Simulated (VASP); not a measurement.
# CdSe (Fm-3m) in VASP: notebook

The runs below take CdSe through single point, with HSE06, revPBE+D4, PBE0+D4.

Everything below comes from runs of VASP 6.6.1. Logs are shortened: lines on timing, memory, paths and dates and some standing lists are left out, and cuts for length are marked.

## 1. The cell of the first run

It takes space group Fm-3m (No. 225, cubic). Conventional cell: a = 5.670 Å, b = 5.670 Å, c = 5.670 Å, α = 90.00°, β = 90.00°, γ = 90.00°. Cd (site symmetry m-3m) has 6 Se at 2.84 Å within 3.7 Å. Within 3.7 Å of Se (site symmetry m-3m) lie 6 Cd at 2.84 Å.

## 2. Single point, HSE06

File POSCAR:

```
CdSe
1.0
    0.0000000000      2.8351159683      2.8351159683
    2.8351159683      0.0000000000      2.8351159683
    2.8351159683      2.8351159683      0.0000000000
Cd Se
1 1
Direct
    0.0000000000      0.0000000000      0.0000000000
    0.5000000000      0.5000000000      0.5000000000
```

File INCAR.step1:

```
PREC = Accurate
ENCUT = 520
EDIFF = 1E-5
ISMEAR = -1
SIGMA = 0.05
LREAL = False
LASPH = True
NELM = 80
ALGO = Normal
ISIF = 2
LWAVE = True
NBANDS = 16
GGA = PE
```

File INCAR.step2:

```
PREC = Accurate
ENCUT = 520
EDIFF = 1E-7
ISMEAR = -1
SIGMA = 0.05
LREAL = False
LASPH = True
NELM = 80
ALGO = Normal
ISIF = 2
LWAVE = False
LCHARG = True
GGA = PE
LHFCALC = True
HFSCREEN = 0.2079
PRECFOCK = Normal
LELF = True
LVHAR = True
NBANDS = 16
ISTART = 1
```

File KPOINTS:

```
Automatic mesh
0
Gamma
  6 6 6
```

Potentials or basis: VASP PAW PBE potentials, release 64 (Cd, Se).

Launch:

```console
$ cat potpaw_PBE.64/Cd/POTCAR potpaw_PBE.64/Se/POTCAR > POTCAR
$ cp INCAR.step1 INCAR
$ mpirun -np 1 vasp_std > vasp.out
$ cp INCAR.step2 INCAR
$ mpirun -np 1 vasp_std > vasp.out
```

OUTCAR:

```text
PREC = Accurate
   ENCUT = 520
   EDIFF = 1E-7
   ISMEAR = -1
   LREAL = False
   LASPH = True
   NELM = 80
   ISIF = 2
   GGA = PE
   LHFCALC = True
   HFSCREEN = 0.2079
   PRECFOCK = Normal
   ISTART = 1

 ion  position               nearest neighbor table
   1  0.000  0.000  0.000-   2 2.84   2 2.84   2 2.84   2 2.84   2 2.84   2 2.84
   2  0.500  0.500  0.500-   1 2.84   1 2.84   1 2.84   1 2.84   1 2.84   1 2.84

  LATTYP: Found a face centered cubic cell.
 ALAT       =     5.6702319366

  Lattice vectors:

 A1 = (   0.0000000000,   2.8351159683,   2.8351159683)
 A2 = (   2.8351159683,   0.0000000000,   2.8351159683)
 A3 = (   2.8351159683,   2.8351159683,   0.0000000000)

Analysis of symmetry for initial positions (statically):
=====================================================================
 Subroutine PRICEL returns:
 Original cell was already a primitive cell.

 Routine SETGRP: Setting up the symmetry group for a
 face centered cubic supercell.

 Subroutine GETGRP returns: Found 48 space group operations
 (whereof 48 operations were pure point group operations)
 out of a pool of 48 trial point group operations.

The static configuration has the point symmetry O_h .

Analysis of symmetry for dynamics (positions and initial velocities):
=====================================================================
 Subroutine PRICEL returns:
 Original cell was already a primitive cell.

 Routine SETGRP: Setting up the symmetry group for a
 face centered cubic supercell.

 Subroutine GETGRP returns: Found 48 space group operations
 (whereof 48 operations were pure point group operations)
 out of a pool of 48 trial point group operations.

The dynamic configuration has the point symmetry O_h .

 Subroutine INISYM returns: Found 48 space group operations
 (whereof 48 operations are pure point group operations),
 and found     1 'primitive' translations

----------------------------------------------------------------------------------------

                                     Primitive cell

  volume of cell :      45.5767

  direct lattice vectors                    reciprocal lattice vectors
     0.000000000  2.835115968  2.835115968    -0.176359629  0.176359629  0.176359629
     2.835115968  0.000000000  2.835115968     0.176359629 -0.176359629  0.176359629
     2.835115968  2.835115968  0.000000000     0.176359629  0.176359629 -0.176359629

  length of vectors
     4.009459453  4.009459453  4.009459453     0.305463838  0.305463838  0.305463838

  position of ions in fractional coordinates (direct lattice)
     0.000000000  0.000000000  0.000000000
     0.500000000  0.500000000  0.500000000

  ion indices of the primitive-cell ions
   primitive index   ion index
                 1           1
                 2           2

----------------------------------------------------------------------------------------

 KPOINTS: Automatic mesh

Automatic generation of k-mesh.
 Grid dimensions read from file:
 generate k-points for:    6    6    6

 Generating k-lattice:

  Cartesian coordinates                     Fractional coordinates (reciprocal lattice)
    -0.029393271  0.029393271  0.029393271     0.166666667  0.000000000  0.000000000
     0.029393271 -0.029393271  0.029393271     0.000000000  0.166666667  0.000000000
     0.029393271  0.029393271 -0.029393271     0.000000000  0.000000000  0.166666667

  Length of vectors
     0.050910640  0.050910640  0.050910640

  Shift w.r.t. Gamma in fractional coordinates (k-lattice)
     0.000000000  0.000000000  0.000000000

 Subroutine IBZKPT returns following result:
 ===========================================

 Found     16 irreducible k-points:

 Following reciprocal coordinates:
            Coordinates               Weight
  0.000000  0.000000  0.000000      1.000000
  0.166667  0.000000  0.000000      8.000000
  0.333333  0.000000  0.000000      8.000000
  0.500000  0.000000  0.000000      4.000000
  0.166667  0.166667  0.000000      6.000000
  0.333333  0.166667  0.000000     24.000000
[... 8 lines left out ...]
 -0.333333  0.333333  0.166667     24.000000
 -0.333333  0.500000  0.166667     12.000000
   k-points           NKPTS =     16   k-points in BZ     NKDIM =    216   number of bands    NBANDS=     16
   number of dos      NEDOS =    301   number of ions     NIONS =      2
   total plane-waves  NPLWV =  27000
   dimension x,y,z NGX =    30 NGY =   30 NGZ =   30
   dimension x,y,z NGXF=    60 NGYF=   60 NGZF=   60
   ions per type =               1   1
   NGX,Y,Z   is equivalent  to a cutoff of  12.44, 12.44, 12.44 a.u.
   NGXF,Y,Z  is equivalent  to a cutoff of  24.88, 24.88, 24.88 a.u.
 SYSTEM =  unknown system
   PREC   = accura    normal or accurate (medium, high low for compatibility)
   ISTART =      1    job   : 0-new  1-cont  2-samecut
   ICHARG =      0    charge: 1-file 2-atom 10-const
   ISPIN  =      1    spin polarized calculation?
   LNONCOLLINEAR =      F non collinear calculations
[... 35 lines left out ...]
   NKREDZ  =     1    reduce k-point grid by
   AEXX    =    0.2500 exact exchange contribution
   HFSCREEN=    0.2079 screening length (either q_TF or 0.3 A-1)
   HFSCREENC=   0.2079 screening length for correlation (either q_TF or 0.3 A-1)
   ENCUTFOCK=  -1.0 apply spherical cutoff to Coloumb kernel
   IVDW    =     0    specifies the selected vdW correction
   LEPSILON=     F    determine dielectric tensor
   LRPA    =     F    only Hartree local field effects (RPA)
 non-spin polarized calculation
  energy-cutoff  :      520.00
  volume of cell :       45.58
 maximum number of plane-waves:      1243
 NGX is ok and might be reduce to    30
  NGX = 24; NGY = 24; NGZ = 24

 number of electron      17.9999996 magnetization

 Free energy of the ion-electron system (eV)
  ---------------------------------------------------
  ext. energy  EPLUGINS =         0.00000000
  ---------------------------------------------------
  free energy    TOTEN  =        -6.53024366 eV

  energy without entropy =       -6.52950978  energy(sigma->0) =       -6.52987672

 E-fermi :   2.2881     XC(G=0):  -8.4336

 val. band max:        2.0485931548   @ k =  -0.1667   0.1667   0.0000
 cond. band min:       2.4330588085   @ k =   0.5000   0.5000   0.0000
 fundamental gap:      0.3844656537
 Fermi energy:         2.2881224407

 k-point     1 :       0.0000    0.0000    0.0000
  band No.  band energies     occupation
      1     -12.2443      2.00000
      2      -7.2487      2.00000
      3      -7.2487      2.00000
      4      -7.2100      2.00000
      5      -7.2100      2.00000
      6      -7.2100      2.00000
[... 8 lines left out ...]
     15      13.4364      0.00000
     16      13.4364      0.00000

 k-point     2 :       0.1667    0.0000    0.0000
  band No.  band energies     occupation
      1     -12.0098      2.00000
      2      -7.3074      2.00000
      3      -7.3074      2.00000
      4      -7.2276      2.00000
      5      -7.1765      2.00000
      6      -7.1765      2.00000
[... 8 lines left out ...]
     15      12.8102      0.00000
     16      12.8844      0.00000

 k-point     3 :       0.3333    0.0000    0.0000
  band No.  band energies     occupation
      1     -11.4575      2.00000
      2      -7.4278      2.00000
      3      -7.4278      2.00000
      4      -7.2929      2.00000
      5      -7.1014      2.00000
      6      -7.1014      2.00000
[... 8 lines left out ...]
     15      14.4440      0.00000
     16      14.4440      0.00000

 k-point     4 :       0.5000    0.0000    0.0000
  band No.  band energies     occupation
      1     -11.1180      2.00000
      2      -7.4864      2.00000
      3      -7.4864      2.00000
      4      -7.3578      2.00000
      5      -7.0631      2.00000
      6      -7.0631      2.00000
[... 8 lines left out ...]
     15      16.3314      0.00000
     16      16.3314      0.00000
[... 172 lines left out ...]
 k-point    14 :       0.5000    0.3333    0.1667
  band No.  band energies     occupation
      1     -11.3067      2.00000
      2      -7.3470      2.00000
      3      -7.2533      2.00000
      4      -7.2203      2.00000
      5      -7.0686      2.00000
      6      -6.9546      2.00000
[... 8 lines left out ...]
     15      16.8249      0.00000
     16      17.5057      0.00000

 k-point    15 :      -0.3333    0.3333    0.1667
  band No.  band energies     occupation
      1     -11.1763      2.00000
      2      -7.3891      2.00000
      3      -7.2226      2.00000
      4      -7.2010      2.00000
      5      -7.0347      2.00000
      6      -6.7821      2.00000
[... 8 lines left out ...]
     15      15.3204      0.00000
     16      17.9494      0.00000

 k-point    16 :      -0.3333    0.5000    0.1667
  band No.  band energies     occupation
      1     -11.2334      2.00000
      2      -7.3008      2.00000
      3      -7.2671      2.00000
      4      -7.1129      2.00000
      5      -7.0068      2.00000
      6      -6.4995      2.00000
[... 8 lines left out ...]
     15      16.6568      0.00000
     16      18.4507      0.00000

------------------------ aborting loop because EDIFF is reached ----------------------------------------

  FORCE on cell =-STRESS in cart. coord.  units (eV):
  Direction    XX          YY          ZZ          XY          YZ          ZX
  --------------------------------------------------------------------------------------
  -------------------------------------------------------------------------------------
  Total        0.2564182      0.2564182      0.2564182      0.0000000      0.0000000      0.0000000
  in kB        9.0139873      9.0139873      9.0139873      0.0000000      0.0000000      0.0000000
  external PRESSURE =       9.0139873 kB  Pullay stress =       0.0000000 kB

 VOLUME and BASIS-vectors are now :
 -----------------------------------------------------------------------------
  energy-cutoff  :      520.00
  volume of cell :       45.58
      direct lattice vectors                 reciprocal lattice vectors
     0.000000000  2.835115968  2.835115968    -0.176359629  0.176359629  0.176359629
     2.835115968  0.000000000  2.835115968     0.176359629 -0.176359629  0.176359629
     2.835115968  2.835115968  0.000000000     0.176359629  0.176359629 -0.176359629

 POSITION                                       TOTAL-FORCE (eV/Angst)
 -----------------------------------------------------------------------------------
      0.00000      0.00000      0.00000        -0.000000      0.000000     -0.000000
      2.83512      2.83512      2.83512         0.000000     -0.000000      0.000000
 -----------------------------------------------------------------------------------
    total drift:                               -0.000034     -0.000047     -0.000049

  FREE ENERGIE OF THE ION-ELECTRON SYSTEM (eV)
  ---------------------------------------------------
  free  energy   TOTEN  =        -6.5302436580 eV

  energy  without entropy=       -6.5295097839  energy(sigma->0) =       -6.52987672
```

Run time: 76 min. Hardware: 1 thread of AMD EPYC 7R43 (Zen 3), shared host; peak memory 0.26 GiB.

Results:

- Free energy: -6.5302 eV
- Pressure: 0.9 GPa
- Band gap on the k mesh: 0.38 eV (least direct gap 1.83 eV)

Levels at points of the mesh, in eV from the valence-band top:
| k point | band 7 | band 8 | band 9 | band 10 | band 11 | band 12 |
| --- | --- | --- | --- | --- | --- | --- |
| (0.00, 0.00, 0.00) | -0.64 | -0.64 | -0.64 | 1.19 | 9.68 | 9.68 |
| (0.50, 0.00, 0.00) | -5.52 | -0.02 | -0.02 | 3.86 | 6.26 | 6.26 |
| (0.50, 0.50, 0.00) | -4.66 | -2.31 | -2.31 | 0.38 | 6.21 | 11.36 |

Caveat: the PAW data sets were made with another functional, which shifts forces and pressure a little.

## 3. Single point, revPBE+D4

This run uses another cell than the first one, of 23.74 Å³/atom.

File INCAR:

```
ALGO = Normal
EDIFF = 1E-6
ENCUT = 500
GGA = RE
GGA_COMPAT = F
ISIF = 2
ISMEAR = 1
IVDW = 13
LASPH = T
LCHARG = F
LREAL = F
LWAVE = F
NBANDS = 16
NELM = 120
PREC = Accurate
SIGMA = 0.1
```

File KPOINTS:

```
k-points
0
Gamma
  5 5 5
```

File POSCAR:

```
CdSe
1.0
    0.0000000000      2.8739580000      2.8739580000
    2.8739580000      0.0000000000      2.8739580000
    2.8739580000      2.8739580000      0.0000000000
Cd Se
1 1
Direct
    0.0000000000      0.0000000000      0.0000000000
    0.5000000000      0.5000000000      0.5000000000
```

Potentials or basis: VASP PAW PBE potentials, release 64 (Cd, Se).

Launch:

```console
$ cat potpaw_PBE.64/Cd/POTCAR potpaw_PBE.64/Se/POTCAR > POTCAR
$ mpirun -np 1 vasp_std > vasp.out
```

It took 18 s on 1 thread of Intel Xeon 8259CL, shared host; peak memory 0.16 GiB.

It converged, with:

* Free energy: -5.8884 eV
* Pressure: -2.9 GPa
* Band gap on the k mesh: 0.12 eV (least direct gap 0.76 eV)
* Dispersion energy per atom: -0.673 eV

Levels at points of the mesh, in eV from the valence-band top:
```tsv
k point	band 7	band 8	band 9	band 10	band 11	band 12
(0.00, 0.00, 0.00)	-0.59	-0.59	-0.59	0.16	8.65	8.65
```

Caveat: semilocal functionals underestimate gaps, and a narrow one can read as zero; the PAW data sets were made with another functional, which shifts forces and pressure a little; an odd mesh through Γ misses points on the zone boundary, where band edges can lie.

## 4. Single point, PBE0+D4

This run uses another cell than the first one, of 23.74 Å³/atom.

POSCAR is that of step 3.

File INCAR.step1:

```
SYSTEM = CdSe
  ALGO = Normal
  EDIFF = 1E-5
  ENCUT = 400
  GGA = PE
  GGA_COMPAT = .False.
  ISIF = 2
  ISMEAR = 1
  LASPH = .True.
  LCHARG = .False.
  LREAL = .False.
  LWAVE = .True.
  NBANDS = 16
  NELM = 120
  PREC = Accurate
  SIGMA = 0.05
```

File INCAR.step2:

```
SYSTEM = CdSe
  AEXX = 0.25
  ALGO = Normal
  EDIFF = 1E-6
  ENCUT = 400
  GGA = PE
  GGA_COMPAT = .False.
  ISIF = 2
  ISMEAR = 1
  ISTART = 1
  IVDW = 13
  LASPH = .True.
  LCHARG = .False.
  LHFCALC = .True.
  LREAL = .False.
  LWAVE = .False.
  NBANDS = 16
  NELM = 120
  PREC = Accurate
  PRECFOCK = Normal
  SIGMA = 0.05
```

File KPOINTS:

```
k-points
0
Gamma
  5 5 5
  0 0 0
```

Launch:

```console
$ cat potpaw_PBE.64/Cd/POTCAR potpaw_PBE.64/Se/POTCAR > POTCAR
$ cp INCAR.step1 INCAR
$ mpirun -np 1 vasp_std > vasp.out
$ cp INCAR.step2 INCAR
$ mpirun -np 1 vasp_std > vasp.out
```

Wall time 21 min (1 thread of Intel Xeon 8259CL, shared host); peak memory 0.16 GiB.

The run converged. Its results:

```yaml
Free_energy: -7.8073 eV
Pressure: -4.8 GPa
Band_gap_on_the_k_mesh: 1.55 eV (least direct gap 2.23 eV)
Dispersion_energy_per_atom: -0.371 eV
```

Levels at points of the mesh, in eV from the valence-band top:
| k point | band 6 | band 7 | band 8 | band 9 | band 10 | band 11 | band 12 | band 13 |
| --- | --- | --- | --- | --- | --- | --- | --- | --- |
| (0.00, 0.00, 0.00) | -9.31 | -0.62 | -0.62 | -0.62 | 1.61 | 10.33 | 10.33 | 10.33 |

Caveat: the cell stands under tension; the PAW data sets were made with another functional, which shifts forces and pressure a little; an odd mesh through Γ misses points on the zone boundary, where band edges can lie.

## 5. Single point, HSE06

This run uses another cell than the first one, of 24.69 Å³/atom.

File POSCAR:

```
CdSe
1.0
    0.0000000000      2.9117775739      2.9117775739
    2.9117775739      0.0000000000      2.9117775739
    2.9117775739      2.9117775739      0.0000000000
Cd Se
1 1
Direct
    0.0000000000      0.0000000000      0.0000000000
    0.5000000000      0.5000000000      0.5000000000
```

File INCAR.step1:

```
SYSTEM = CdSe
PREC     = Accurate       ! precision mode
ENCUT    = 520            ! plane-wave cutoff, eV
EDIFF    = 1E-5           ! SCF threshold, eV
ISMEAR   = -1             ! smearing method
SIGMA    = 0.05           ! smearing width, eV
LREAL    = .FALSE.        ! projectors in reciprocal space
LASPH    = .TRUE.         ! aspherical terms in the spheres
NELM     = 100            ! most SCF steps
ALGO     = Normal         ! electronic algorithm
ISIF     = 2              ! what is computed and relaxed
LWAVE    = .TRUE.         ! write WAVECAR
NBANDS   = 16             ! bands
GGA      = PE             ! functional
```

File INCAR.step2:

```
SYSTEM = CdSe
PREC     = Accurate       ! precision mode
ENCUT    = 520            ! plane-wave cutoff, eV
EDIFF    = 1E-7           ! SCF threshold, eV
ISMEAR   = -1             ! smearing method
SIGMA    = 0.05           ! smearing width, eV
LREAL    = .FALSE.        ! projectors in reciprocal space
LASPH    = .TRUE.         ! aspherical terms in the spheres
NELM     = 100            ! most SCF steps
ALGO     = Normal         ! electronic algorithm
ISIF     = 2              ! what is computed and relaxed
LWAVE    = .FALSE.        ! write WAVECAR
LCHARG   = .TRUE.         ! write CHGCAR
GGA      = PE             ! functional
LHFCALC  = .TRUE.         ! exact exchange
HFSCREEN = 0.2079         ! screening, 1/A
PRECFOCK = Normal       
LELF     = .TRUE.         ! ELF
LVHAR    = .TRUE.       
NBANDS   = 16             ! bands
ISTART   = 1
```

File KPOINTS:

```
Automatic mesh
0
G
  6 6 6
  0 0 0
```

Launch:

```console
$ cat potpaw_PBE.64/Cd/POTCAR potpaw_PBE.64/Se/POTCAR > POTCAR
$ cp INCAR.step1 INCAR
$ mpirun -np 1 vasp_std > vasp.out
$ cp INCAR.step2 INCAR
$ mpirun -np 1 vasp_std > vasp.out
```

Wall time 2.1 h (1 thread of Oxide Virtual Turin-like, shared host); peak memory 0.27 GiB.

Results (log left out):

```yaml
Free_energy: -6.4900 eV
Pressure: -3.9 GPa
Band_gap_on_the_k_mesh: 0.36 eV (least direct gap 1.33 eV)
```

Levels at points of the mesh, in eV from the valence-band top:
| k point | band 7 | band 8 | band 9 | band 10 | band 11 | band 12 |
| --- | --- | --- | --- | --- | --- | --- |
| (0.00, 0.00, 0.00) | -0.52 | -0.52 | -0.52 | 0.81 | 9.58 | 9.58 |
| (0.50, 0.00, 0.00) | -5.08 | -0.04 | -0.04 | 3.87 | 6.24 | 6.24 |
| (0.50, 0.50, 0.00) | -4.13 | -2.01 | -2.01 | 0.36 | 6.29 | 10.73 |

Caveat: the cell stands under tension; the PAW data sets were made with another functional, which shifts forces and pressure a little.

## 6. The runs side by side

| level | cell | k mesh | cutoff (eV) | smearing | grid for exact exchange (PRECFOCK) | share of exact exchange | screening parameter | gap on the mesh (eV) | pressure (GPa) |
| --- | --- | --- | --- | --- | --- | --- | --- | --- | --- |
| HSE06 | a = 4.009 Å, angles 60.0°, 2 atoms | 6 × 6 × 6 | 520 | fermi-dirac 0.05 eV | Normal | 0.25 | 0.2079 1/Å | 0.38 | 0.9 |
| revPBE+D4 | a = 4.064 Å, angles 60.0°, 2 atoms | 5 × 5 × 5 | 500 | methfessel-paxton 0.1 eV | - | - | - | 0.12 | -2.9 |
| PBE0+D4 | a = 4.064 Å, angles 60.0°, 2 atoms | 5 × 5 × 5 | 400 | methfessel-paxton 0.05 eV | Normal | 0.25 | - | 1.55 | -4.8 |
| HSE06 | a = 4.118 Å, angles 60.0°, 2 atoms | 6 × 6 × 6 | 520 | fermi-dirac 0.05 eV | Normal | 0.25 | 0.2079 1/Å | 0.36 | -3.9 |

Alike in all rows: task single point; potentials or basis VASP PAW PBE potentials, release 64 (Cd, Se); no spin polarisation.

Caveats: the PAW data sets were made with another functional, which shifts forces and pressure a little; an odd mesh through Γ misses points on the zone boundary, where band edges can lie (at least some runs); the cell stands under tension (at least some runs); semilocal functionals underestimate gaps, and a narrow one can read as zero (at least some runs).

Total energies depend on the potentials used, so only differences within one code and one set of settings carry meaning.
